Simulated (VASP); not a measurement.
# Ir (P6_3/mmc) in VASP: a series of runs

The runs below take Ir through single point, with r2SCAN+D3(BJ).

All numbers are computed with VASP 6.6.1; they aren't measurements. Logs are shortened: lines on timing, memory, paths and dates and some standing lists are left out, and cuts for length are marked.

**1. The cell of the first run**

It takes space group P6_3/mmc (No. 194, hexagonal). The conventional cell has a = 2.770 Å, b = 2.770 Å, c = 4.403 Å, α = 90.00°, β = 90.00°, γ = 120.00°. Within 3.6 Å of Ir (site symmetry -6m2) lie 12 Ir at 2.72 to 2.77 Å.

This isn't the form of Ir at room conditions, which is fcc.

**2. Single point, r2SCAN+D3(BJ)**

Contents of POSCAR:

```
Ir
1.0
    2.7697205200      0.0000000000      0.0000000000
   -1.3848602600      2.3986480867      0.0000000000
    0.0000000000      0.0000000000      4.4033825271
Ir
2
Direct
    0.6666666667      0.3333333333      0.7500000000
    0.3333333333      0.6666666667      0.2500000000
```

Contents of INCAR.step1:

```
ALGO = Normal
EDIFF = 1E-4
ENCUT = 520
GGA = PE
ISMEAR = -1
LASPH = True
LCHARG = False
LREAL = False
LWAVE = True
NBANDS = 16
NELM = 60
PREC = Accurate
SIGMA = 0.1
```

Contents of INCAR.step2:

```
ALGO = Normal
EDIFF = 1E-6
ENCUT = 520
ISIF = 2
ISMEAR = -1
ISTART = 1
IVDW = 12
LASPH = True
LCHARG = False
LMIXTAU = True
LREAL = False
LWAVE = False
METAGGA = R2SCAN
NBANDS = 16
NELM = 60
PREC = Accurate
SIGMA = 0.1
VDW_A1 = 0.49484001
VDW_A2 = 5.73083694
VDW_S6 = 1.0
VDW_S8 = 0.78981345
```

Contents of KPOINTS:

```
k-points
0
Gamma
  14 14 8
```

Potentials or basis: VASP PAW PBE potentials, release 64 (Ir).

Run with:

```sh
> cat potpaw_PBE.64/Ir/POTCAR > POTCAR
> cp INCAR.step1 INCAR
> mpirun -np 1 vasp_std > vasp.out
> cp INCAR.step2 INCAR
> mpirun -np 1 vasp_std > vasp.out
```

OUTCAR:

```text
EDIFF = 1E-6
   ENCUT = 520
   ISIF = 2
   ISMEAR = -1
   ISTART = 1
   IVDW = 12
   LASPH = True
   LREAL = False
   METAGGA = R2SCAN
   NELM = 60
   PREC = Accurate
 IVDW          = 12

 ion  position               nearest neighbor table
   1  0.667  0.333  0.750-   2 2.72   2 2.72   2 2.72   2 2.72   2 2.72   2 2.72
   2  0.333  0.667  0.250-   1 2.72   1 2.72   1 2.72   1 2.72   1 2.72   1 2.72

  LATTYP: Found a hexagonal cell.
 ALAT       =     2.7697205200
 C/A-ratio  =     1.5898291887

  Lattice vectors:

 A1 = (   2.7697205200,   0.0000000000,   0.0000000000)
 A2 = (  -1.3848602600,   2.3986480867,   0.0000000000)
 A3 = (   0.0000000000,   0.0000000000,   4.4033825271)

Analysis of symmetry for initial positions (statically):
=====================================================================
 Subroutine PRICEL returns:
 Original cell was already a primitive cell.

 Routine SETGRP: Setting up the symmetry group for a
 hexagonal supercell.

 Subroutine GETGRP returns: Found 24 space group operations
 (whereof 12 operations were pure point group operations)
 out of a pool of 24 trial point group operations.

The static configuration has the point symmetry D_3d.
 The point group associated with its full space group is D_6h.

Analysis of symmetry for dynamics (positions and initial velocities):
=====================================================================
 Subroutine PRICEL returns:
 Original cell was already a primitive cell.

 Routine SETGRP: Setting up the symmetry group for a
 hexagonal supercell.

 Subroutine GETGRP returns: Found 24 space group operations
 (whereof 12 operations were pure point group operations)
 out of a pool of 24 trial point group operations.

The dynamic configuration has the point symmetry D_3d.
 The point group associated with its full space group is D_6h.

 Subroutine INISYM returns: Found 24 space group operations
 (whereof 12 operations are pure point group operations),
 and found     1 'primitive' translations

----------------------------------------------------------------------------------------

                                     Primitive cell

  volume of cell :      29.2542

  direct lattice vectors                    reciprocal lattice vectors
     2.769720520  0.000000000  0.000000000     0.361047258  0.208450753  0.000000000
    -1.384860260  2.398648087  0.000000000     0.000000000  0.416901506  0.000000000
     0.000000000  0.000000000  4.403382527     0.000000000  0.000000000  0.227098144

  length of vectors
     2.769720520  2.769720308  4.403382527     0.416901474  0.416901506  0.227098144

  position of ions in fractional coordinates (direct lattice)
     0.666666667  0.333333333  0.750000000
     0.333333333  0.666666667  0.250000000

  ion indices of the primitive-cell ions
   primitive index   ion index
                 1           1
                 2           2

----------------------------------------------------------------------------------------

 KPOINTS: k-points

Automatic generation of k-mesh.
 Grid dimensions read from file:
 generate k-points for:   14   14    8

 Generating k-lattice:

  Cartesian coordinates                     Fractional coordinates (reciprocal lattice)
     0.025789090  0.014889340  0.000000000     0.071428571  0.000000000  0.000000000
     0.000000000  0.029778679  0.000000000     0.000000000  0.071428571  0.000000000
     0.000000000  0.000000000  0.028387268     0.000000000  0.000000000  0.125000000

  Length of vectors
     0.029778677  0.029778679  0.028387268

  Shift w.r.t. Gamma in fractional coordinates (k-lattice)
     0.000000000  0.000000000  0.000000000

 Subroutine IBZKPT returns following result:
 ===========================================

 Found    120 irreducible k-points:

 Following reciprocal coordinates:
            Coordinates               Weight
  0.000000  0.000000  0.000000      1.000000
  0.071429  0.000000  0.000000      6.000000
  0.142857  0.000000  0.000000      6.000000
  0.214286  0.000000  0.000000      6.000000
  0.285714  0.000000  0.000000      6.000000
  0.357143  0.000000  0.000000      6.000000
[... 16 lines left out ...]
  0.285714  0.285714  0.000000      6.000000
  0.357143  0.285714  0.000000      6.000000
 [... further k-points ...]
   k-points           NKPTS =    120   k-points in BZ     NKDIM =    120   number of bands    NBANDS=     16
   number of dos      NEDOS =    301   number of ions     NIONS =      2
   total plane-waves  NPLWV =  20736
   dimension x,y,z NGX =    24 NGY =   24 NGZ =   36
   dimension x,y,z NGXF=    48 NGYF=   48 NGZF=   72
   ions per type =               2
   NGX,Y,Z   is equivalent  to a cutoff of  14.41, 14.41, 13.59 a.u.
   NGXF,Y,Z  is equivalent  to a cutoff of  28.81, 28.81, 27.18 a.u.
 SYSTEM =  unknown system
   PREC   = accura    normal or accurate (medium, high low for compatibility)
   ISTART =      1    job   : 0-new  1-cont  2-samecut
   ICHARG =      0    charge: 1-file 2-atom 10-const
   ISPIN  =      1    spin polarized calculation?
   LNONCOLLINEAR =      F non collinear calculations
   LSORBIT =      F    spin-orbit coupling
   LASPH  =      T    aspherical Exc in radial PAW
   ENCUT  =  520.0 eV  38.22 Ry    6.18 a.u.   5.15  5.15  8.19*2*pi/ulx,y,z
   NELM   =     60;   NELMIN=  2; NELMDL=  0     # of ELM steps
   EDIFF  = 0.1E-05   stopping-criterion for ELM
   LREAL  =      F    real-space projection
[... 7 lines left out ...]
   TEBEG  =    0.0;   TEEND  =   0.0 temperature during run
   PSTRESS=    0.0 pullay stress
   NELECT =      18.0000    total number of electrons
   NUPDOWN=      -1.0000    fix difference up-down
   EMIN   =  10.00;   EMAX   =-10.00  energy-range for DOS
   EFERMI =   0.00;   METHOD = LEGACY
   ISMEAR =    -1;   SIGMA  =   0.10  broadening in eV -4-tet -1-fermi 0-gaus
   EFERMI_NEDOS =   21; number of points for ismear=-14 and -15
   IALGO  =     38    algorithm
   IMIX   =      4    mixing-type and parameters
     AMIX     =   0.40;   BMIX     =  1.00
     AMIX_MAG =   1.60;   BMIX_MAG =  1.00
  volume/ion in A,a.u.               =      14.63        98.71
  Fermi-wavevector in a.u.,A,eV,Ry     =   1.392417  2.631287 26.379323  1.938826
  Thomas-Fermi vector in A             =   2.516162
   LORBIT       =      0    0 simple, 1 ext, 2 COOP (PROOUT), +10 PAW based schemes
   METAGGA = R2SCAN    functional components
   LHFCALC =     F    Hartree Fock is set to
   AEXX    =    0.0000 exact exchange contribution
   IVDW    =    12    specifies the selected vdW correction
   LEPSILON=     F    determine dielectric tensor
   LRPA    =     F    only Hartree local field effects (RPA)
 non-spin polarized calculation
  energy-cutoff  :      520.00
  volume of cell :       29.25
 maximum number of plane-waves:       808
 NGX is ok and might be reduce to    24
   NGX = 11   NGY = 11   NGZ = 17

 number of electron      17.9999999 magnetization

 Free energy of the ion-electron system (eV)
  ---------------------------------------------------
  ext. energy  EPLUGINS =         0.00000000
  ---------------------------------------------------
  free energy    TOTEN  =      -104.57326188 eV

  energy without entropy =     -104.49132779  energy(sigma->0) =     -104.53229484

 E-fermi :   9.7503     XC(G=0): -15.1039

 val. band max:        9.7419547275   @ k =   0.2143   0.0000   0.3750
 cond. band min:       9.7678159099   @ k =   0.3571   0.2857   0.2500
 fundamental gap:      0.0258611824
 Fermi energy:         9.7503280982

 k-point     1 :       0.0000    0.0000    0.0000
  band No.  band energies     occupation
      1      -1.5606      2.00000
      2       1.6111      2.00000
      3       5.9260      2.00000
      4       5.9260      2.00000
      5       6.0270      2.00000
      6       6.6159      2.00000
[... 8 lines left out ...]
     15      27.3513      0.00000
     16      28.1368      0.00000

 k-point     2 :       0.0714    0.0000    0.0000
  band No.  band energies     occupation
      1      -1.3623      2.00000
      2       1.7822      2.00000
      3       5.5523      2.00000
      4       6.0898      2.00000
      5       6.3572      2.00000
      6       6.5205      2.00000
[... 8 lines left out ...]
     15      27.5898      0.00000
     16      28.3931      0.00000

 k-point     3 :       0.1429    0.0000    0.0000
  band No.  band energies     occupation
      1      -0.7927      2.00000
      2       2.2359      2.00000
      3       5.0959      2.00000
      4       6.1676      2.00000
      5       6.2240      2.00000
      6       6.5690      2.00000
[... 8 lines left out ...]
     15      28.0967      0.00000
     16      28.1319      0.00000

 k-point     4 :       0.2143    0.0000    0.0000
  band No.  band energies     occupation
      1       0.0616      2.00000
      2       2.7243      2.00000
      3       4.7940      2.00000
      4       5.0978      2.00000
      5       5.9615      2.00000
      6       6.3922      2.00000
[... 8 lines left out ...]
     15      26.9519      0.00000
     16      27.3488      0.00000

 k-point     5 :       0.2857    0.0000    0.0000
  band No.  band energies     occupation
      1       1.0178      2.00000
      2       2.8121      2.00000
      3       4.1710      2.00000
      4       4.9365      2.00000
      5       5.9747      2.00000
      6       6.0278      2.00000
[... 8 lines left out ...]
     15      24.9979      0.00000
     16      26.0724      0.00000

 k-point     6 :       0.3571    0.0000    0.0000
  band No.  band energies     occupation
      1       1.7795      2.00000
      2       2.5759      2.00000
      3       3.4784      2.00000
      4       5.3654      2.00000
      5       5.7342      2.00000
      6       6.3873      2.00000
[... 8 lines left out ...]
     15      23.2371      0.00000
     16      25.0918      0.00000

 k-point     7 :       0.4286    0.0000    0.0000
  band No.  band energies     occupation
      1       2.1478      2.00000
      2       2.3540      2.00000
      3       3.0526      2.00000
      4       5.5457      2.00000
      5       5.9374      2.00000
      6       6.3461      2.00000
[... 8 lines left out ...]
     15      21.9279      0.00000
     16      22.8354      0.00000

 k-point     8 :       0.5000    0.0000    0.0000
  band No.  band energies     occupation
      1       2.2151      2.00000
      2       2.2924      2.00000
      3       2.9090      2.00000
      4       5.4810      2.00000
      5       6.2554      2.00000
      6       6.2918      2.00000
[... 8 lines left out ...]
     15      21.3475      0.00000
     16      21.4247      0.00000

 k-point     9 :       0.0714    0.0714    0.0000
  band No.  band energies     occupation
      1      -0.9774      2.00000
      2       2.0998      2.00000
      3       5.1993      2.00000
      4       6.3325      2.00000
      5       6.4278      2.00000
      6       6.5239      2.00000
[... 8 lines left out ...]
     15      28.0141      0.00000
     16      28.2172      0.00000
[... 172 lines left out ...]
 k-point    19 :       0.4286    0.1429    0.0000
  band No.  band energies     occupation
      1       2.7695      2.00000
      2       2.7939      2.00000
      3       2.9322      2.00000
      4       5.3742      2.00000
      5       5.6276      2.00000
      6       6.1283      2.00000
[... 8 lines left out ...]
     15      21.4382      0.00000
     16      22.8743      0.00000

 k-point    20 :       0.2143    0.2143    0.0000
  band No.  band energies     occupation
      1       2.4076      2.00000
      2       3.5194      2.00000
      3       3.7180      2.00000
      4       3.9864      2.00000
      5       5.3449      2.00000
      6       6.3446      2.00000
[... 8 lines left out ...]
     15      20.1200      0.00000
     16      25.9688      0.00000

 k-point    21 :       0.2857    0.2143    0.0000
  band No.  band energies     occupation
      1       3.0059      2.00000
      2       3.1524      2.00000
      3       3.5374      2.00000
      4       4.4745      2.00000
      5       5.2782      2.00000
      6       6.2473      2.00000
[... 8 lines left out ...]
     15      21.0120      0.00000
     16      25.4119      0.00000

 k-point    22 :       0.3571    0.2143    0.0000
  band No.  band energies     occupation
      1       2.9576      2.00000
      2       3.2286      2.00000
      3       3.3611      2.00000
      4       5.0170      2.00000
      5       5.3266      2.00000
      6       5.9776      2.00000
[... 8 lines left out ...]
     15      22.2716      0.00000
     16      23.6046      0.00000

 k-point    23 :       0.2857    0.2857    0.0000
  band No.  band energies     occupation
      1       2.9753      2.00000
      2       3.4313      2.00000
      3       3.8575      2.00000
      4       4.5099      2.00000
      5       5.3117      2.00000
      6       5.9127      2.00000
[... 8 lines left out ...]
     15      22.6475      0.00000
     16      24.5606      0.00000

 k-point    24 :       0.3571    0.2857    0.0000
  band No.  band energies     occupation
      1       2.9137      2.00000
      2       3.6471      2.00000
      3       3.7712      2.00000
      4       4.7025      2.00000
      5       5.4197      2.00000
      6       5.6963      2.00000
[... 8 lines left out ...]
     15      23.4906      0.00000
     16      23.7022      0.00000

 [... further k-points ...]

------------------------ aborting loop because EDIFF is reached ----------------------------------------

 Edisp (eV)   -0.66880

 E8    (eV) :    -0.2484

  FORCE on cell =-STRESS in cart. coord.  units (eV):
  Direction    XX          YY          ZZ          XY          YZ          ZX
  --------------------------------------------------------------------------------------
  -------------------------------------------------------------------------------------
  Total      -2.12693    -2.12693    -1.06628    -0.00000     0.00000    -0.00000
  in kB    -116.48658  -116.48655   -58.39758    -0.00000     0.00000    -0.00000
  external pressure =      -97.12 kB  Pullay stress =        0.00 kB

 VOLUME and BASIS-vectors are now :
 -----------------------------------------------------------------------------
  energy-cutoff  :      520.00
  volume of cell :       29.25
      direct lattice vectors                 reciprocal lattice vectors
     2.769720520  0.000000000  0.000000000     0.361047258  0.208450753  0.000000000
    -1.384860260  2.398648087  0.000000000     0.000000000  0.416901506  0.000000000
     0.000000000  0.000000000  4.403382527     0.000000000  0.000000000  0.227098144

 POSITION                                       TOTAL-FORCE (eV/Angst)
 -----------------------------------------------------------------------------------
      1.38486      0.79955      3.30254         0.000000     -0.000000      0.000000
     -0.00000      1.59910      1.10085        -0.000000      0.000000      0.000000
 -----------------------------------------------------------------------------------
    total drift:                               -0.000000      0.000000     -0.000000

  FREE ENERGIE OF THE ION-ELECTRON SYSTEM (eV)
  ---------------------------------------------------
  free  energy   TOTEN  =      -105.2420581040 eV

  energy  without entropy=     -105.1601240146  energy(sigma->0) =     -105.20109106
```

It took 3.4 min on 1 thread of Intel Xeon 8259CL, shared host; peak memory 0.21 GiB.

What came out:

| Item | Value |
| --- | --- |
| Free energy | -105.2421 eV |
| Pressure | -9.7 GPa |
| Band gap on the k mesh | zero (bands 9 and 10 overlap by 3.32 eV) |
| Dispersion energy per atom | -0.334 eV |

Stress tensor (GPa, compression positive):
```
-11.65   0.00   0.00
  0.00 -11.65   0.00
  0.00   0.00  -5.84
```

Caveat: three body term missing; the stress differs along the axes, from -12 to -6 GPa; the PAW data sets were made with another functional, which shifts forces and pressure a little; spin-orbit coupling is left out, which moves the levels of the heavy elements.

**3. Single point, r2SCAN+D3(BJ)**

Contents of POSCAR:

```
Ir
1.0
    2.7788917800      0.0000000000      0.0000000000
   -1.3894458900      2.4065906300      0.0000000000
    0.0000000000      0.0000000000      4.3743652583
Ir
2
Direct
    0.6666666667      0.3333333333      0.7500000000
    0.3333333333      0.6666666667      0.2500000000
```

Contents of INCAR.step1:

```
SYSTEM = Ir
ALGO     = Normal         ! electronic algorithm
EDIFF    = 1E-4           ! SCF threshold, eV
ENCUT    = 520            ! plane-wave cutoff, eV
GGA      = PE             ! functional
ISMEAR   = -1             ! smearing method
LASPH    = .True.         ! aspherical terms in the spheres
LCHARG   = .False.        ! write CHGCAR
LREAL    = .False.        ! projectors in reciprocal space
LWAVE    = .True.         ! write WAVECAR
NBANDS   = 16             ! bands
NELM     = 100            ! most SCF steps
PREC     = Accurate       ! precision mode
SIGMA    = 0.1            ! smearing width, eV
```

Contents of INCAR.step2:

```
SYSTEM = Ir
ALGO     = Normal         ! electronic algorithm
EDIFF    = 1E-6           ! SCF threshold, eV
ENCUT    = 520            ! plane-wave cutoff, eV
ISIF     = 2              ! what is computed and relaxed
ISMEAR   = -1             ! smearing method
ISTART   = 1            
IVDW     = 12             ! dispersion correction
LASPH    = .True.         ! aspherical terms in the spheres
LCHARG   = .False.        ! write CHGCAR
LMIXTAU  = .True.       
LREAL    = .False.        ! projectors in reciprocal space
LWAVE    = .False.        ! write WAVECAR
METAGGA  = R2SCAN         ! meta-GGA
NBANDS   = 16             ! bands
NELM     = 100            ! most SCF steps
PREC     = Accurate       ! precision mode
SIGMA    = 0.1            ! smearing width, eV
VDW_A1   = 0.49484001   
VDW_A2   = 5.73083694   
VDW_S6   = 1.0          
VDW_S8   = 0.78981345
```

Contents of KPOINTS:

```
k-points
0
Gamma
  14 14 8
  0 0 0
```

Potentials or basis: VASP PAW PBE potentials, release 64 (Ir).

Run with:

```sh
> cat potpaw_PBE.64/Ir/POTCAR > POTCAR
> cp INCAR.step1 INCAR
> mpirun -np 1 vasp_std > vasp.out
> cp INCAR.step2 INCAR
> mpirun -np 1 vasp_std > vasp.out
```

Wall time 3 min (1 thread of Intel Xeon 8259CL, shared host); peak memory 0.21 GiB.

Results (log left out):

```
Free energy                : -105.2332 eV
Pressure                   : -9.4 GPa
Band gap on the k mesh     : zero (bands 9 and 10 overlap by 3.25 eV)
Dispersion energy per atom : -0.334 eV
```

Stress tensor (GPa, compression positive):
```
-12.43   0.00   0.00
  0.00 -12.43   0.00
  0.00   0.00  -3.50
```

Levels at points of the mesh, in eV from the Fermi level:
```tsv
k point	band 6	band 7	band 8	band 9	band 10	band 11	band 12	band 13
(0.00, 0.00, 0.00)	-3.13	-3.13	-2.64	-2.64	-0.41	0.24	0.24	7.55
(0.50, 0.00, 0.00)	-3.41	-2.81	0.47	0.95	1.05	2.85	4.29	8.61
(0.00, 0.00, 0.50)	-4.05	-4.05	-4.05	-0.49	-0.49	-0.49	-0.49	14.46
(0.50, 0.00, 0.50)	-2.27	-0.96	-0.96	0.77	0.77	2.03	2.03	7.69
```

Caveat: three body term missing; the stress differs along the axes, from -12 to -3 GPa; the PAW data sets were made with another functional, which shifts forces and pressure a little; spin-orbit coupling is left out, which moves the levels of the heavy elements.

The gap in the log of VASP goes by the Fermi energy; the results here count the filled bands.